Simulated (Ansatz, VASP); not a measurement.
**One calculation of W, two programs**

```
W
1.0
    -1.53341    1.53341    1.59730
     1.53341   -1.53341    1.59730
     1.53341    1.53341   -1.59730
W
1
Direct
  0.00000 0.00000 0.00000
```

Change from the starting cell: strain -0.040 along x and y, +0.000 along z, atoms carried along.

Alike in both runs: task single point; functional PBE; k mesh 20 × 20 × 20; occupations gaussian, width 0.15 eV; no spin polarisation.

|  | VASP | Ansatz |
| --- | --- | --- |
| version | VASP 6.6.1 | Ansatz 0.2.0 |
| potentials or method | VASP PAW PBE potentials, release 64 (W_sv), cutoff 520 eV | scalar-relativistic, plane waves, PAW |
| valence electrons in the cell | 14 | 14 |

|  | VASP | Ansatz | Ansatz less VASP |
| --- | --- | --- | --- |
| gap on the k mesh at the Fermi level (eV) | none | none | - |
| pressure (GPa) | 26.2 | 25.4 | -0.87 |
| traceless stress, the component that is largest in VASP (GPa) | -10.06 | -10.05 | +0.011 |

A gap of «none» marks a metal or a gap that the smearing closes. With one functional, cell and mesh, what is left measures potentials, basis and numerics.

Neither program's run includes spin-orbit coupling.
